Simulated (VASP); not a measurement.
Write the native input for VASP 6.6.1 that does the following.

* Task: single point
* Functional: HSE06
* Potentials or basis: VASP PAW PBE potentials, release 64 (O)
* Cutoff: 520 eV
* k mesh: 1 × 1 × 1
* Occupations: gaussian, width 0.01 eV
* Spin: collinear spin, ferromagnetic start
* Starting moments: [1.0, 1.0] μB
* Fixed moment: 2 μB
* Dipole correction: no
* Grid for exact exchange (PRECFOCK): Normal
* Further INCAR settings: ALGO = Normal; EDIFF = 1e-06; NBANDS = 17
* Share of exact exchange: 0.25
* Screening parameter: 0.2079 1/Å

The system is O2, in a box.

```
O
1.0
    12.00000    0.00000    0.00000
     0.00000   12.50000    0.00000
     0.00000    0.00000   13.00000
O
2
Cartesian
  5.4000 5.8750 5.9041
  5.4000 5.8750 7.0959
```

These files were run (other wordings do the same):

POSCAR

```
O
1.0
   12.0000000000      0.0000000000      0.0000000000
    0.0000000000     12.5000000000      0.0000000000
    0.0000000000      0.0000000000     13.0000000000
O
2
Direct
    0.4500000000      0.4700000000      0.4541593776
    0.4500000000      0.4700000000      0.5458406224
```

INCAR.step1

```
ALGO = Normal
EDIFF = 1E-5
ENCUT = 520
GGA = PE
ISIF = 2
ISMEAR = 0
ISPIN = 2
LASPH = T
LCHARG = F
LORBIT = 11
LREAL = F
LWAVE = T
MAGMOM = 1 1
NBANDS = 17
NELM = 150
NUPDOWN = 2.0
PREC = Accurate
SIGMA = 0.01
```

INCAR.step2

```
ALGO = Normal
EDIFF = 1E-6
ENCUT = 520
GGA = PE
HFSCREEN = 0.2079
ISIF = 2
ISMEAR = 0
ISPIN = 2
ISTART = 1
LASPH = T
LCHARG = F
LHFCALC = T
LORBIT = 11
LREAL = F
LWAVE = F
MAGMOM = 1 1
NBANDS = 17
NELM = 150
NUPDOWN = 2.0
PREC = Accurate
PRECFOCK = Normal
SIGMA = 0.01
```

KPOINTS

```
k-points
0
Gamma
  1 1 1
```

Potentials or basis: VASP PAW PBE potentials, release 64 (O).

The run is started by

```sh
$ cat potpaw_PBE.64/O/POTCAR > POTCAR
$ cp INCAR.step1 INCAR
$ mpirun -np 1 vasp_gam > vasp.out
$ cp INCAR.step2 INCAR
$ mpirun -np 1 vasp_gam > vasp.out
```

Results of the run:

```json
{
  "Largest force": "1.690 eV/Å",
  "Net moment": "2.00 μB per cell",
  "Site moments": "O +0.83 μB",
  "Valence electrons inside the program's atomic spheres": "O 4.97"
}
```

Caveat: the standard files for N, O and F lose accuracy on very short bonds; the PAW data sets were made with another functional, which shifts forces and pressure a little; the total moment is fixed, so each spin has its own Fermi level.

Wall time 18 min on 1 thread of Intel(R) Xeon(R) Platinum 8259CL CPU @ 2.50GHz (Skylake/Cascade Lake), with other jobs on the host, peak memory 2 GiB.
